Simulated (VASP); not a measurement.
# PtS2 (P-3m1) in VASP: dielectric tensor with PBE

Aim: the dielectric tensor of PtS2 with PBE.

Program: VASP 6.6.1. These are calculated values, not measurements. Logs are shortened: lines on timing, memory, paths and dates and some standing lists are left out, and cuts for length are marked.

### 1 The cell of the first run

Symmetry: P-3m1, No. 164, trigonal system. The conventional cell has a = 3.553 Å, b = 3.553 Å, c = 5.123 Å, α = 90.00°, β = 90.00°, γ = 120.00°. Pt (site symmetry -3m) has 6 S at 2.39 Å within 3.2 Å. S (site symmetry 3m) has 3 Pt at 2.39 Å and 3 S at 3.20 Å within 3.2 Å.

### 2 Dielectric tensor, PBE

Input file INCAR:

```
SYSTEM = PtS2
ALGO = Normal ; EDIFF = 1E-8
ENCUT = 400 ; GGA = PE
GGA_COMPAT = .FALSE. ; ISIF = 2
ISMEAR = 0 ; LASPH = .TRUE.
LCHARG = .FALSE. ; LEPSILON = .TRUE.
LREAL = .FALSE. ; LWAVE = .FALSE.
NELM = 120 ; PREC = Accurate
SIGMA = 0.01
```

Input file KPOINTS:

```
k-points
0
G
  9 9 4
  0 0 0
```

Input file POSCAR:

```
PtS2
1.0
    3.5526240046      0.0000000000      0.0000000000
   -1.7763120023      3.0766626381      0.0000000000
    0.0000000000      0.0000000000      5.1228330609
Pt S
1 2
Direct
    0.0000000000      0.0000000000      0.0000000000
    0.3333333333      0.6666666667      0.2392541205
    0.6666666667      0.3333333333      0.7607458795
```

Potentials or basis: VASP PAW PBE potentials, release 64 (Pt, S).

Launch:

```bash
$ cat potpaw_PBE.64/Pt/POTCAR potpaw_PBE.64/S/POTCAR > POTCAR
$ mpirun -np 1 vasp_std > vasp.out
```

OUTCAR:

```text
SYSTEM = PtS2
   EDIFF = 1E-8
   ENCUT = 400
   GGA = PE
   ISIF = 2
   ISMEAR = 0
   LASPH = .TRUE.
   LEPSILON = .TRUE.
   LREAL = .FALSE.
   NELM = 120
   PREC = Accurate

 ion  position               nearest neighbor table
   1  0.000  0.000  0.000-   2 2.39   3 2.39   3 2.39   2 2.39   3 2.39   2 2.39
   2  0.333  0.667  0.239-   1 2.39   1 2.39   1 2.39
   3  0.667  0.333  0.761-   1 2.39   1 2.39   1 2.39

  LATTYP: Found a hexagonal cell.
 ALAT       =     3.5526240046
 C/A-ratio  =     1.4419857137

  Lattice vectors:

 A1 = (   3.5526240046,   0.0000000000,   0.0000000000)
 A2 = (  -1.7763120023,   3.0766626381,   0.0000000000)
 A3 = (   0.0000000000,   0.0000000000,   5.1228330609)

Analysis of symmetry for initial positions (statically):
=====================================================================
 Subroutine PRICEL returns:
 Original cell was already a primitive cell.

 Routine SETGRP: Setting up the symmetry group for a
 hexagonal supercell.

 Subroutine GETGRP returns: Found 12 space group operations
 (whereof 12 operations were pure point group operations)
 out of a pool of 24 trial point group operations.

The static configuration has the point symmetry D_3d.

Analysis of symmetry for dynamics (positions and initial velocities):
=====================================================================
 Subroutine PRICEL returns:
 Original cell was already a primitive cell.

 Routine SETGRP: Setting up the symmetry group for a
 hexagonal supercell.

 Subroutine GETGRP returns: Found 12 space group operations
 (whereof 12 operations were pure point group operations)
 out of a pool of 24 trial point group operations.

The dynamic configuration has the point symmetry D_3d.

 Subroutine INISYM returns: Found 12 space group operations
 (whereof 12 operations are pure point group operations),
 and found     1 'primitive' translations

----------------------------------------------------------------------------------------

                                     Primitive cell

  volume of cell :      55.9937

  direct lattice vectors                    reciprocal lattice vectors
     3.552624005  0.000000000  0.000000000     0.281482082  0.162513756  0.000000000
    -1.776312002  3.076662638  0.000000000     0.000000000  0.325027511  0.000000000
     0.000000000  0.000000000  5.122833061     0.000000000  0.000000000  0.195204487

  length of vectors
     3.552624005  3.552624005  5.122833061     0.325027511  0.325027511  0.195204487

  position of ions in fractional coordinates (direct lattice)
     0.000000000  0.000000000  0.000000000
     0.333333333  0.666666667  0.239254121
     0.666666667  0.333333333  0.760745880

  ion indices of the primitive-cell ions
   primitive index   ion index
                 1           1
                 2           2
                 3           3

----------------------------------------------------------------------------------------

 KPOINTS: k-points

Automatic generation of k-mesh.
 Grid dimensions read from file:
 generate k-points for:    9    9    4

 Generating k-lattice:

  Cartesian coordinates                     Fractional coordinates (reciprocal lattice)
     0.031275787  0.018057084  0.000000000     0.111111111 -0.000000000  0.000000000
     0.000000000  0.036114168  0.000000000     0.000000000  0.111111111  0.000000000
     0.000000000  0.000000000  0.048801122     0.000000000  0.000000000  0.250000000

  Length of vectors
     0.036114168  0.036114168  0.048801122

  Shift w.r.t. Gamma in fractional coordinates (k-lattice)
     0.000000000  0.000000000  0.000000000

 Subroutine IBZKPT returns following result:
[... 89 lines left out ...]

 number of electron      21.9999993 magnetization

 E-fermi :   6.4880     XC(G=0): -10.5245

 val. band max:        6.4210868289   @ k =   0.0000   0.0000   0.0000
 cond. band min:       7.2691978466   @ k =   0.0000   0.3333   0.2500
 fundamental gap:      0.8481110178
 Fermi energy:         6.4879640254

 k-point     1 :       0.0000    0.0000    0.0000
  band No.  band energies     occupation
      1      -8.6840      2.00000
      2      -5.8772      2.00000
      3      -0.3521      2.00000
      4      -0.0136      2.00000
      5      -0.0136      2.00000
      6       2.7259      2.00000
      7       2.7259      2.00000
      8       4.4644      2.00000
      9       5.4102      2.00000
     10       5.4102      2.00000
     11       6.4211      2.00000
     12       8.5643      0.00000
     13       8.5643      0.00000
     14      11.2139      0.00000
[... 401 lines left out ...]
      2      -6.3926      2.00000
      3      -0.0474      2.00000
      4       0.3513      2.00000
      5       1.0049      2.00000
      6       1.5333      2.00000
      7       2.2192      2.00000
      8       3.4627      2.00000
      9       4.8123      2.00000
     10       4.9575      2.00000
     11       5.9833      2.00000
     12       7.3223      0.00000
     13       8.1514      0.00000
     14      12.0041      0.00000
     15      13.6976      0.00000

 [... further k-points ...]

  FORCE on cell =-STRESS in cart. coord.  units (eV):
  Direction    XX          YY          ZZ          XY          YZ          ZX
  --------------------------------------------------------------------------------------
  -------------------------------------------------------------------------------------
  Total        1.2745149      1.2745149      0.8130439      0.0000000      0.0000000      0.0000000
  in kB       36.4683556     36.4683556     23.2640453      0.0000000      0.0000000      0.0000000
  external PRESSURE =      32.0669188 kB  Pullay stress =       0.0000000 kB

 VOLUME and BASIS-vectors are now :
 -----------------------------------------------------------------------------
  energy-cutoff  :      400.00
  volume of cell :       55.99
      direct lattice vectors                 reciprocal lattice vectors
     3.552624005  0.000000000  0.000000000     0.281482082  0.162513756  0.000000000
    -1.776312002  3.076662638  0.000000000     0.000000000  0.325027511  0.000000000
     0.000000000  0.000000000  5.122833061     0.000000000  0.000000000  0.195204487

 POSITION                                       TOTAL-FORCE (eV/Angst)
 -----------------------------------------------------------------------------------
      0.00000      0.00000      0.00000        -0.000000      0.000000     -0.000000
     -0.00000      2.05111      1.22566        -0.000000      0.000000      0.024468
      1.77631      1.02555      3.89717         0.000000      0.000000     -0.024468
 -----------------------------------------------------------------------------------
    total drift:                               -0.000000      0.000000      0.000000

  FREE ENERGIE OF THE ION-ELECTRON SYSTEM (eV)
  ---------------------------------------------------
  free  energy   TOTEN  =       -15.3955700404 eV

  energy  without entropy=      -15.3955700404  energy(sigma->0) =      -15.39557004

 HEAD OF MICROSCOPIC STATIC DIELECTRIC TENSOR (INDEPENDENT PARTICLE, excluding Hartree and local field effects)
 ------------------------------------------------------
          20.370668     0.000000    -0.000000
           0.000000    20.370668     0.000000
           0.000000     0.000000    16.021476
 ------------------------------------------------------

 Free energy of the ion-electron system (eV)
  ---------------------------------------------------
  ---------------------------------------------------
  free energy    TOTEN  =        -3.02612059 eV

  energy without entropy =       -3.02612059

------------------------ aborting loop because EDIFF is reached ----------------------------------------

--------------------------------------- Ionic step        2  -------------------------------------------

------------------------ aborting loop because EDIFF is reached ----------------------------------------

--------------------------------------- Ionic step        3  -------------------------------------------

 Free energy of the ion-electron system (eV)
  ---------------------------------------------------
  ---------------------------------------------------
  free energy    TOTEN  =        -1.79307284 eV

  energy without entropy =       -1.79307284

------------------------ aborting loop because EDIFF is reached ----------------------------------------

 PIEZOELECTRIC TENSOR FIELD DIRECTION 3  (e Angst)
 -----------------------------------------------------------------------------
     0.00500 -0.00000 -0.00000           (  0.00008 -0.00000  0.00000)
     0.00000  0.00500  0.00000           (  0.00000  0.00008  0.00000)
     0.00000 -0.00000 -0.01970           (  0.00000  0.00000 -0.00001)

 PIEZOELECTRIC TENSOR FIELD DIRECTION 3  (C/m^2)
 -----------------------------------------------------------------------------
     0.00143 -0.00000 -0.00000
     0.00000  0.00143  0.00000
     0.00000 -0.00000 -0.00564

 MACROSCOPIC STATIC DIELECTRIC TENSOR (including local field effects in DFT)
 ------------------------------------------------------
          19.020210     0.000000     0.000000
           0.000000    19.020210     0.000000
           0.000000     0.000000    12.086574
 ------------------------------------------------------

 PIEZOELECTRIC TENSOR (including local field effects)  for field in x, y, z        (e  Angst)
          XX          YY          ZZ          XY          YZ          ZX
  --------------------------------------------------------------------------------
  x     0.00000     0.00000     0.00000     0.00000     0.00000     0.00000
  y     0.00000     0.00000     0.00000     0.00000     0.00000     0.00000
  z     0.00000     0.00000     0.00000     0.00000     0.00000     0.00000

 PIEZOELECTRIC TENSOR (including local field effects)  for field in x, y, z        (C/m^2)
          XX          YY          ZZ          XY          YZ          ZX
  --------------------------------------------------------------------------------
  x     0.00000     0.00000     0.00000     0.00000     0.00000     0.00000
  y     0.00000     0.00000     0.00000     0.00000     0.00000     0.00000
  z     0.00000     0.00000     0.00000     0.00000     0.00000     0.00000

 BORN EFFECTIVE CHARGES (including local field effects) (in |e|, cummulative output)
 ---------------------------------------------------------------------------------
 ion    1
    1     3.02397     0.00000     0.00000
    2     0.00000     3.02397    -0.00000
    3     0.00000     0.00000    -0.19046
 ion    2
    1    -1.51198     0.00000     0.00000
    2     0.00000    -1.51198     0.00000
    3     0.00000     0.00000     0.09523
 ion    3
    1    -1.51198     0.00000     0.00000
    2     0.00000    -1.51198     0.00000
    3     0.00000     0.00000     0.09523
```

Wall time 1.7 min (1 thread of Intel Xeon 6975P-C (Granite Rapids), shared host); peak memory 0.27 GiB.

Results:

```
Band gap on the k mesh                  : 0.85 eV (least direct gap 0.96 eV)
Electronic dielectric tensor (diagonal) : 19.02, 19.02, 12.09
Born charges (mean of the diagonal)     : Pt +1.95; S -0.98 e
```

Levels at points of the mesh, in eV from the valence-band top:
```tsv
k point	band 8	band 9	band 10	band 11	band 12	band 13	band 14	band 15
(0.00, 0.00, 0.00)	-1.96	-1.01	-1.01	0.00	2.14	2.14	4.79	5.45
(0.00, 0.00, 0.50)	-2.55	-1.24	-1.24	-1.08	2.66	2.66	5.59	7.10
```

Electronic dielectric tensor:
```
19.02  0.00  0.00
 0.00 19.02  0.00
 0.00  0.00 12.09
```

Born effective charge tensors (e):
atom 1, Pt
```
 3.02  0.00  0.00
 0.00  3.02  0.00
 0.00  0.00 -0.19
```
atom 2, S
```
-1.51  0.00  0.00
 0.00 -1.51  0.00
 0.00  0.00  0.10
```
atom 3, S
```
-1.51  0.00  0.00
 0.00 -1.51  0.00
 0.00  0.00  0.10
```

Caveat: spin-orbit coupling is left out, which moves the levels of the heavy elements; an odd mesh through Γ misses points on the zone boundary, where band edges can lie.
